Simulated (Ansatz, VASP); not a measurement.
# Two plane-wave programs on BeH4

The input INCAR:

```
SYSTEM = BeH4
ALGO = Normal
EDIFF = 1E-7
EDIFFG = -0.04
ENCUT = 1230
GGA = PE
GGA_COMPAT = .FALSE.
IBRION = 2
ISIF = 3
ISMEAR = 0
LASPH = .TRUE.
LCHARG = .FALSE.
LREAL = .FALSE.
LWAVE = .FALSE.
NELM = 120
NELMIN = 4
NSW = 90
PREC = Accurate
SIGMA = 0.1
```

File KPOINTS:

```
k-points
0
G
  6 6 6
  0 0 0
```

POSCAR

```
BeH4
1.0
   -2.2280251600      2.2280251600      2.2280251600
    2.2280251600     -2.2280251600      2.2280251600
    2.2280251600      2.2280251600     -2.2280251600
Be H
1 4
Direct
    0.0000000000      0.0000000000      0.0000000000
    0.4893361800      0.4893361800      0.4893361800
    0.0000000000      0.0000000000      0.5106638200
    0.0000000000      0.5106638200      0.0000000000
    0.5106638200      0.0000000000      0.0000000000
```

Input for Ansatz:

```yaml
crystal:
  lattice:
    - [-2.22802516, 2.22802516, 2.22802516]
    - [2.22802516, -2.22802516, 2.22802516]
    - [2.22802516, 2.22802516, -2.22802516]
  atoms:
    - { symbol: Be, position: [0.0, 0.0, 0.0] }
    - { symbol: H, position: [0.48933618, 0.48933618, 0.48933618] }
    - { symbol: H, position: [0.0, 0.0, 0.51066382] }
    - { symbol: H, position: [0.0, 0.51066382, 0.0] }
    - { symbol: H, position: [0.51066382, 0.0, 0.0] }
basis:
  ecutwfc: 420
kpoints:
  mp_grid: { grid: [6, 6, 6] }
hamiltonian:
  xc: pbe
scf:
  occupations: { method: gaussian, width: 0.1 }
  lower_state_search: "off"
output:
  forces: true
  stress: true
  eigenvalues: true
relax:
  adjacent_minimum: "off"
  f_tol: 0.04
  max_steps: 70
  cell: { stress_tol: 0.4 }
```

Alike in both runs: task relaxation of cell and atoms; functional PBE; k mesh 6 × 6 × 6; occupations gaussian, width 0.1 eV; no spin polarisation.

```csv
,VASP,Ansatz
version,VASP 6.6.1,Ansatz 0.2.0
potentials or method,"VASP PAW PBE potentials, release 64 (Be, H_h), cutoff 1230 eV","scalar-relativistic, plane waves, PAW"
valence electrons in the cell,6,6
```

```tsv
	VASP	Ansatz	Ansatz less VASP
gap on the k mesh at the Fermi level, each at its own relaxed structure (eV)	none	none	-
relaxed volume (Å³/atom)	4.88	4.89	+0.014
relaxed length of the cell vector where the two differ most in proportion (Å)	3.165	3.168	+0.0031
```

A gap of «none» marks a metal or a gap that the smearing closes.

Noted on VASP's run: the volume moved by over 15 % at a fixed basis, so the end points are rough.
